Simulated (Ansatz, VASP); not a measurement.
## One calculation of Pt, two programs

```
Pt
1.0
     0.00000    1.95790    1.95790
     1.95790    0.00000    1.95790
     1.95790    1.95790    0.00000
Pt
1
Direct
  0.00000 0.00000 0.00000
```

Alike in both runs: task single point; functional LDA; k mesh 18 × 18 × 18; occupations fermi-dirac, width 0.03 eV; no spin polarisation.

```csv
,VASP,Ansatz
version,VASP 6.6.1,Ansatz 0.2.0
potentials or method,"VASP PAW LDA potentials, release 64 (Pt), cutoff 520 eV","all-electron LAPW, scalar-relativistic"
```

|  | VASP | Ansatz | Ansatz less VASP |
| --- | --- | --- | --- |
| pressure (GPa) | -4.3 | -5.0 | -0.71 |

LDA's correlation is that of Perdew and Zunger in VASP and of Perdew and Wang (1992) in Ansatz. Ansatz ran all-electron here, and VASP with PAW potentials.

Neither program's run includes spin-orbit coupling.
